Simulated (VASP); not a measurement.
# C in VASP: a series of runs

Runs on C. Level: PBE. Tasks: single point.

Program: VASP 6.6.1. These are calculated values, not measurements. Logs are shortened: lines on timing, memory, paths and dates and some standing lists are left out, and cuts for length are marked.

## Step 1: The cell of the first run

Symmetry: Cmc2_1, No. 36, orthorhombic system. The conventional cell has a = 2.571 Å, b = 4.349 Å, c = 4.058 Å, α = 90.00°, β = 90.00°, γ = 90.00°. Within 2.1 Å of C (site symmetry m) lie 4 C at 1.54 to 1.55 Å. C (site symmetry m) has 4 C at 1.54 to 1.55 Å within 2.1 Å.

## Step 2: Single point, PBE

Input file INCAR:

```
PREC = Accurate
ENCUT = 520
EDIFF = 1E-6
ISMEAR = 0
SIGMA = 0.1
LREAL = False
LASPH = True
NELM = 100
ALGO = Normal
ISIF = 2
LWAVE = False
LCHARG = False
GGA = PE
NBANDS = 16
```

Input file KPOINTS:

```
Automatic mesh
0
Gamma
  8 8 4
```

Input file POSCAR:

```
C
1.0
    1.2855863400     -2.1746659400      0.0000000000
    1.2855863400      2.1746659400      0.0000000000
    0.0000000000      0.0000000000      4.0578600900
C
4
Direct
    0.3250481200      0.6749518800      0.5023464900
    0.6749518800      0.3250481200      0.0023464900
    0.3376626400      0.6623373600      0.8840838400
    0.6623373600      0.3376626400      0.3840838400
```

Potentials or basis: VASP PAW PBE potentials, release 64 (C).

Launch:

```sh
$ cat potpaw_PBE.64/C/POTCAR > POTCAR
$ mpirun -np 1 vasp_std > vasp.out
```

OUTCAR:

```text
PREC = Accurate
   ENCUT = 520
   EDIFF = 1E-6
   ISMEAR = 0
   LREAL = False
   LASPH = True
   NELM = 100
   ISIF = 2
   GGA = PE

 ion  position               nearest neighbor table
   1  0.325  0.675  0.502-   4 1.54   4 1.54   4 1.54   3 1.55
   2  0.675  0.325  0.002-   3 1.54   3 1.54   3 1.54   4 1.55
   3  0.338  0.662  0.884-   2 1.54   2 1.54   2 1.54   1 1.55
   4  0.662  0.338  0.384-   1 1.54   1 1.54   1 1.54   2 1.55

  LATTYP: Found a base centered orthorhombic cell.
 ALAT       =     2.5711726800
 B/A-ratio  =     1.6915751765
 C/A-ratio  =     1.5782137550

  Lattice vectors:

 A1 = (   1.2855863400,  -2.1746659400,   0.0000000000)
 A2 = (   1.2855863400,   2.1746659400,   0.0000000000)
 A3 = (   0.0000000000,   0.0000000000,   4.0578600900)

Analysis of symmetry for initial positions (statically):
=====================================================================
 Subroutine PRICEL returns:
 Original cell was already a primitive cell.

 Routine SETGRP: Setting up the symmetry group for a
 base centered orthorhombic supercell.

 Subroutine GETGRP returns: Found  4 space group operations
 (whereof  2 operations were pure point group operations)
 out of a pool of  8 trial point group operations.

The static configuration has the point symmetry C_1h.
 The point group associated with its full space group is C_2v.

Analysis of symmetry for dynamics (positions and initial velocities):
=====================================================================
 Subroutine PRICEL returns:
 Original cell was already a primitive cell.

 Routine SETGRP: Setting up the symmetry group for a
 base centered orthorhombic supercell.

 Subroutine GETGRP returns: Found  4 space group operations
 (whereof  2 operations were pure point group operations)
 out of a pool of  8 trial point group operations.

The dynamic configuration has the point symmetry C_1h.
 The point group associated with its full space group is C_2v.

 Subroutine INISYM returns: Found  4 space group operations
 (whereof  2 operations are pure point group operations),
 and found     1 'primitive' translations

----------------------------------------------------------------------------------------

                                     Primitive cell

  volume of cell :      22.6893

  direct lattice vectors                    reciprocal lattice vectors
     1.285586340 -2.174665940  0.000000000     0.388927592 -0.229920371  0.000000000
     1.285586340  2.174665940  0.000000000     0.388927592  0.229920371  0.000000000
     0.000000000  0.000000000  4.057860090     0.000000000  0.000000000  0.246435308

  length of vectors
     2.526243098  2.526243098  4.057860090     0.451805322  0.451805322  0.246435308

  position of ions in fractional coordinates (direct lattice)
     0.325048120  0.674951880  0.502346490
     0.674951880  0.325048120  0.002346490
     0.337662640  0.662337360  0.884083840
     0.662337360  0.337662640  0.384083840

  ion indices of the primitive-cell ions
   primitive index   ion index
                 1           1
                 2           2
                 3           3
                 4           4

----------------------------------------------------------------------------------------

 KPOINTS: Automatic mesh

Automatic generation of k-mesh.
 Grid dimensions read from file:
 generate k-points for:    8    8    4

 Generating k-lattice:

  Cartesian coordinates                     Fractional coordinates (reciprocal lattice)
     0.048615949 -0.028740046  0.000000000     0.125000000  0.000000000  0.000000000
     0.048615949  0.028740046  0.000000000     0.000000000  0.125000000  0.000000000
     0.000000000  0.000000000  0.061608827     0.000000000  0.000000000  0.250000000

  Length of vectors
     0.056475665  0.056475665  0.061608827

  Shift w.r.t. Gamma in fractional coordinates (k-lattice)
     0.000000000  0.000000000  0.000000000

 Subroutine IBZKPT returns following result:
 ===========================================

 Found     63 irreducible k-points:

 Following reciprocal coordinates:
            Coordinates               Weight
  0.000000  0.000000  0.000000      1.000000
  0.125000  0.000000  0.000000      4.000000
  0.250000  0.000000  0.000000      4.000000
  0.375000  0.000000  0.000000      4.000000
  0.500000  0.000000  0.000000      2.000000
  0.125000  0.125000  0.000000      2.000000
[... 16 lines left out ...]
  0.125000  0.000000  0.250000      8.000000
  0.250000  0.000000  0.250000      8.000000
 [... further k-points ...]
   k-points           NKPTS =     63   k-points in BZ     NKDIM =     63   number of bands    NBANDS=     16
   number of dos      NEDOS =    301   number of ions     NIONS =      4
   total plane-waves  NPLWV =  12000
   dimension x,y,z NGX =    20 NGY =   20 NGZ =   30
   dimension x,y,z NGXF=    40 NGYF=   40 NGZF=   60
   ions per type =               4
   NGX,Y,Z   is equivalent  to a cutoff of  13.16, 13.16, 12.29 a.u.
   NGXF,Y,Z  is equivalent  to a cutoff of  26.32, 26.32, 24.58 a.u.
 SYSTEM =  unknown system
   PREC   = accura    normal or accurate (medium, high low for compatibility)
   ISTART =      0    job   : 0-new  1-cont  2-samecut
   ICHARG =      2    charge: 1-file 2-atom 10-const
   ISPIN  =      1    spin polarized calculation?
   LNONCOLLINEAR =      F non collinear calculations
   LSORBIT =      F    spin-orbit coupling
   LASPH  =      T    aspherical Exc in radial PAW
   ENCUT  =  520.0 eV  38.22 Ry    6.18 a.u.   4.70  4.70  7.54*2*pi/ulx,y,z
   NELM   =    100;   NELMIN=  2; NELMDL= -5     # of ELM steps
   EDIFF  = 0.1E-05   stopping-criterion for ELM
   LREAL  =      F    real-space projection
   EDIFFG = 0.1E-04   stopping-criterion for IOM
   NSW    =      0    number of steps for IOM
   IBRION =     -1    ionic relax: 0-MD 1-quasi-New 2-CG
   NFREE  =      0    steps in history (QN), initial steepest desc. (CG)
   ISIF   =      2    stress and relaxation
   ISYM   =      2    0-nonsym 1-usesym 2-fastsym
   POTIM  = 0.5000    time-step for ionic-motion
   TEBEG  =    0.0;   TEEND  =   0.0 temperature during run
   PSTRESS=    0.0 pullay stress
   NELECT =      16.0000    total number of electrons
   NUPDOWN=      -1.0000    fix difference up-down
   EMIN   =  10.00;   EMAX   =-10.00  energy-range for DOS
   EFERMI =   0.00;   METHOD = LEGACY
   ISMEAR =     0;   SIGMA  =   0.10  broadening in eV -4-tet -1-fermi 0-gaus
   EFERMI_NEDOS =   21; number of points for ismear=-14 and -15
   IALGO  =     38    algorithm
   IMIX   =      4    mixing-type and parameters
     AMIX     =   0.40;   BMIX     =  1.00
     AMIX_MAG =   1.60;   BMIX_MAG =  1.00
  volume/ion in A,a.u.               =       5.67        38.28
  Fermi-wavevector in a.u.,A,eV,Ry     =   1.457162  2.753637 28.889542  2.123321
  Thomas-Fermi vector in A             =   2.573996
   LORBIT       =      0    0 simple, 1 ext, 2 COOP (PROOUT), +10 PAW based schemes
   GGA     = PE    functional components
   LHFCALC =     F    Hartree Fock is set to
   AEXX    =    0.0000 exact exchange contribution
   IVDW    =     0    specifies the selected vdW correction
   LEPSILON=     F    determine dielectric tensor
   LRPA    =     F    only Hartree local field effects (RPA)
 non-spin polarized calculation
 Gauss-broadening in eV      SIGMA  =   0.10
  energy-cutoff  :      520.00
  volume of cell :       22.69
 maximum number of plane-waves:       628
   NGX =  9   NGY =  9   NGZ = 15

 number of electron      16.0000001 magnetization

 Free energy of the ion-electron system (eV)
  ---------------------------------------------------
  ext. energy  EPLUGINS =         0.00000000
  ---------------------------------------------------
  free energy    TOTEN  =       -36.09235296 eV

  energy without entropy =      -36.09235296  energy(sigma->0) =      -36.09235296

 E-fermi :  10.5766     XC(G=0): -13.2410

 val. band max:       10.0607047378   @ k =   0.0000   0.0000   0.0000
 cond. band min:      13.3312178838   @ k =   0.5000   0.5000   0.0000
 fundamental gap:      3.2705131460
 Fermi energy:        10.5766468831

 k-point     1 :       0.0000    0.0000    0.0000
  band No.  band energies     occupation
      1     -11.7712      2.00000
      2      -5.6672      2.00000
      3      -3.5123      2.00000
      4       6.2267      2.00000
      5       6.7309      2.00000
      6       9.5818      2.00000
[... 8 lines left out ...]
     15      24.0614      0.00000
     16      27.2957      0.00000

 k-point     2 :       0.1250    0.0000    0.0000
  band No.  band energies     occupation
      1     -11.3995      2.00000
      2      -5.3355      2.00000
      3      -3.1727      2.00000
      4       4.5875      2.00000
      5       5.9313      2.00000
      6       8.2676      2.00000
[... 8 lines left out ...]
     15      24.4644      0.00000
     16      25.9623      0.00000

 k-point     3 :       0.2500    0.0000    0.0000
  band No.  band energies     occupation
      1     -10.2963      2.00000
      2      -4.3492      2.00000
      3      -2.2549      2.00000
      4       1.2759      2.00000
      5       4.6659      2.00000
      6       5.4312      2.00000
[... 8 lines left out ...]
     15      24.1759      0.00000
     16      25.6567      0.00000

 k-point     4 :       0.3750    0.0000    0.0000
  band No.  band energies     occupation
      1      -8.5206      2.00000
      2      -2.7702      2.00000
      3      -2.7192      2.00000
      4      -0.1891      2.00000
      5       2.4240      2.00000
      6       3.7249      2.00000
[... 8 lines left out ...]
     15      25.5372      0.00000
     16      26.4062      0.00000

 k-point     5 :       0.5000    0.0000    0.0000
  band No.  band energies     occupation
      1      -6.7967      2.00000
      2      -4.8977      2.00000
      3      -1.0992      2.00000
      4       0.2682      2.00000
      5       0.7491      2.00000
      6       3.3853      2.00000
[... 8 lines left out ...]
     15      26.6324      0.00000
     16      28.7546      0.00000

 k-point     6 :       0.1250    0.1250    0.0000
  band No.  band energies     occupation
      1     -10.6756      2.00000
      2      -4.6898      2.00000
      3      -2.5454      2.00000
      4       2.5601      2.00000
      5       4.3438      2.00000
      6       6.5164      2.00000
[... 8 lines left out ...]
     15      25.2839      0.00000
     16      25.4152      0.00000

 k-point     7 :       0.2500    0.1250    0.0000
  band No.  band energies     occupation
      1      -9.2423      2.00000
      2      -3.4065      2.00000
      3      -1.7913      2.00000
      4       0.0847      2.00000
      5       2.7451      2.00000
      6       3.9885      2.00000
[... 8 lines left out ...]
     15      25.2082      0.00000
     16      25.2996      0.00000

 k-point     8 :       0.3750    0.1250    0.0000
  band No.  band energies     occupation
      1      -7.2474      2.00000
      2      -3.8824      2.00000
      3      -1.5877      2.00000
      4       0.5767      2.00000
      5       1.2968      2.00000
      6       2.1601      2.00000
[... 8 lines left out ...]
     15      26.2126      0.00000
     16      27.2863      0.00000

 k-point     9 :       0.5000    0.1250    0.0000
  band No.  band energies     occupation
      1      -7.1699      2.00000
      2      -3.9681      2.00000
      3      -1.5088      2.00000
      4       0.6118      2.00000
      5       1.2110      2.00000
      6       2.1705      2.00000
[... 8 lines left out ...]
     15      25.8811      0.00000
     16      26.7100      0.00000
[... 172 lines left out ...]
 k-point    19 :       0.5000    0.3750    0.0000
  band No.  band energies     occupation
      1      -7.0429      2.00000
      2      -3.7301      2.00000
      3      -1.3844      2.00000
      4       0.6033      2.00000
      5       1.4228      2.00000
      6       1.8135      2.00000
[... 8 lines left out ...]
     15      26.4320      0.00000
     16      27.2366      0.00000

 k-point    20 :      -0.3750    0.3750    0.0000
  band No.  band energies     occupation
      1      -8.3927      2.00000
      2      -2.6385      2.00000
      3      -2.4604      2.00000
      4      -0.1102      2.00000
      5       2.6790      2.00000
      6       3.2243      2.00000
[... 8 lines left out ...]
     15      25.9006      0.00000
     16      26.6950      0.00000

 k-point    21 :       0.5000    0.5000    0.0000
  band No.  band energies     occupation
      1      -6.5685      2.00000
      2      -4.7255      2.00000
      3      -0.8541      2.00000
      4       0.3890      2.00000
      5       0.8290      2.00000
      6       2.8729      2.00000
[... 8 lines left out ...]
     15      26.9645      0.00000
     16      28.7432      0.00000

 k-point    22 :       0.0000    0.0000    0.2500
  band No.  band energies     occupation
      1     -11.3226      2.00000
      2      -7.8280      2.00000
      3      -0.6151      2.00000
      4       6.5834      2.00000
      5       7.0776      2.00000
      6       7.8254      2.00000
[... 8 lines left out ...]
     15      24.4680      0.00000
     16      27.1940      0.00000

 k-point    23 :       0.1250    0.0000    0.2500
  band No.  band energies     occupation
      1     -10.9523      2.00000
      2      -7.4737      2.00000
      3      -0.3289      2.00000
      4       4.9701      2.00000
      5       6.2945      2.00000
      6       7.1181      2.00000
[... 8 lines left out ...]
     15      24.4641      0.00000
     16      26.2990      0.00000

 k-point    24 :       0.2500    0.0000    0.2500
  band No.  band energies     occupation
      1      -9.8536      2.00000
      2      -6.4264      2.00000
      3       0.2401      2.00000
      4       1.8990      2.00000
      5       4.2083      2.00000
      6       5.0453      2.00000
[... 8 lines left out ...]
     15      24.1296      0.00000
     16      25.1450      0.00000

 [... further k-points ...]
[... 5 lines left out ...]
  --------------------------------------------------------------------------------------
  -------------------------------------------------------------------------------------
  Total       -3.4606770     -0.1905753      5.5834140      0.0000000      0.0000000      0.0000000
  in kB     -244.3716292    -13.4572507    394.2662011      0.0000000      0.0000000      0.0000000
  external PRESSURE =      45.4791071 kB  Pullay stress =       0.0000000 kB

 VOLUME and BASIS-vectors are now :
 -----------------------------------------------------------------------------
  energy-cutoff  :      520.00
  volume of cell :       22.69
      direct lattice vectors                 reciprocal lattice vectors
     1.285586340 -2.174665940  0.000000000     0.388927592 -0.229920371  0.000000000
     1.285586340  2.174665940  0.000000000     0.388927592  0.229920371  0.000000000
     0.000000000  0.000000000  4.057860090     0.000000000  0.000000000  0.246435308

 POSITION                                       TOTAL-FORCE (eV/Angst)
 -----------------------------------------------------------------------------------
      1.28559      0.76092      2.03845         0.000000     -0.776942      0.994018
      1.28559     -0.76092      0.00952         0.000000      0.776942      0.994018
      1.28559      0.70606      3.58749         0.000000     -0.131994     -0.994018
      1.28559     -0.70606      1.55856         0.000000      0.131994     -0.994018
 -----------------------------------------------------------------------------------
    total drift:                               -0.000000     -0.000000     -0.000200

  FREE ENERGIE OF THE ION-ELECTRON SYSTEM (eV)
  ---------------------------------------------------
  free  energy   TOTEN  =       -36.0923529610 eV

  energy  without entropy=      -36.0923529610  energy(sigma->0) =      -36.09235296
```

It took 7.9 s on 1 thread of Intel Xeon 6975P-C (Granite Rapids), shared host; peak memory 0.13 GiB.

What came out:

```
Free energy            : -36.0924 eV
Pressure               : 4.5 GPa
Largest force          : 1.262 eV/Å
Band gap on the k mesh : 3.27 eV, indirect (least direct gap 4.58 eV)
```

Forces in eV/Å, atoms in the order of the input:
```
C    0.000 -0.777  0.994
C    0.000  0.777  0.994
C    0.000 -0.132 -0.994
C    0.000  0.132 -0.994
```

Caveat: forces of over 1 eV/Å act on the atoms, so gaps and moduli don't describe the material at rest. A k mesh can miss the band edges.

## Step 3: Single point, PBE

This run uses another cell than the first one, of 5.71 Å³/atom, 1.006 times its volume.

Input file INCAR:

```
SYSTEM = C
ALGO     = Normal         ! electronic algorithm
EDIFF    = 1E-6           ! SCF threshold, eV
ENCUT    = 520            ! plane-wave cutoff, eV
GGA      = PE             ! functional
ISIF     = 2              ! what is computed and relaxed
ISMEAR   = 0              ! smearing method
LASPH    = .True.         ! aspherical terms in the spheres
LCHARG   = .False.        ! write CHGCAR
LREAL    = .False.        ! projectors in reciprocal space
LWAVE    = .False.        ! write WAVECAR
NBANDS   = 16             ! bands
NELM     = 60             ! most SCF steps
PREC     = Accurate       ! precision mode
SIGMA    = 0.1            ! smearing width, eV
```

Input file KPOINTS:

```
k-points
0
Gamma
  8 8 4
  0 0 0
```

Input file POSCAR:

```
C
1.0
    1.2556733829     -2.1748766033      0.0000000000
    1.2556733829      2.1748766033      0.0000000000
    0.0000000000      0.0000000000      4.1798073266
C
4
Direct
    0.3333364093      0.6666635907      0.5059387146
    0.6666635907      0.3333364093      0.0059387146
    0.3333350186      0.6666649814      0.8804916154
    0.6666649814      0.3333350186      0.3804916154
```

Potentials or basis: VASP PAW PBE potentials, release 64 (C).

Launch:

```sh
$ cat potpaw_PBE.64/C/POTCAR > POTCAR
$ mpirun -np 1 vasp_std > vasp.out
```

It took 7.9 s on 1 thread of Intel Xeon 6975P-C (Granite Rapids), shared host; peak memory 0.13 GiB.

It converged, with:

```
Free energy            : -36.2721 eV
Pressure               : 0.8 GPa
Largest force          : 0.006 eV/Å
Band gap on the k mesh : 3.70 eV, indirect (least direct gap 4.96 eV)
```

Forces on the atoms (eV/Å):
```
C    0.000  0.001  0.006
C    0.000 -0.001  0.006
C    0.000  0.001 -0.006
C    0.000 -0.001 -0.006
```

Stress tensor (GPa, compression positive):
```
0.83 0.00 0.00
0.00 0.84 0.00
0.00 0.00 0.69
```

Levels at points of the mesh, in eV from the valence-band top:
```tsv
k point	band 4	band 5	band 6	band 7	band 8	band 9	band 10	band 11	band 12	band 13
(0.00, 0.00, 0.00)	-3.06	-3.06	-0.47	0.00	0.00	4.96	4.96	5.33	8.06	9.49
(0.50, 0.00, 0.00)	-9.97	-9.20	-6.42	-5.90	-3.12	4.48	8.09	8.28	8.37	10.85
(0.50, 0.50, 0.00)	-9.97	-9.20	-6.42	-5.90	-3.12	4.48	8.09	8.28	8.37	10.85
(0.00, 0.00, 0.50)	-7.00	-1.84	-1.84	-1.84	-1.84	7.23	7.23	7.23	7.23	7.61
(0.50, 0.00, 0.50)	-12.93	-5.07	-5.07	-4.79	-4.79	5.88	5.88	6.49	6.49	12.44
(0.50, 0.50, 0.50)	-12.93	-5.07	-5.07	-4.79	-4.79	5.87	5.87	6.49	6.49	12.44
```

A k mesh can miss the band edges. Expect the measured gap to be larger: semilocal functionals such as PBE lack the derivative discontinuity.

[end of part 1 of 2]
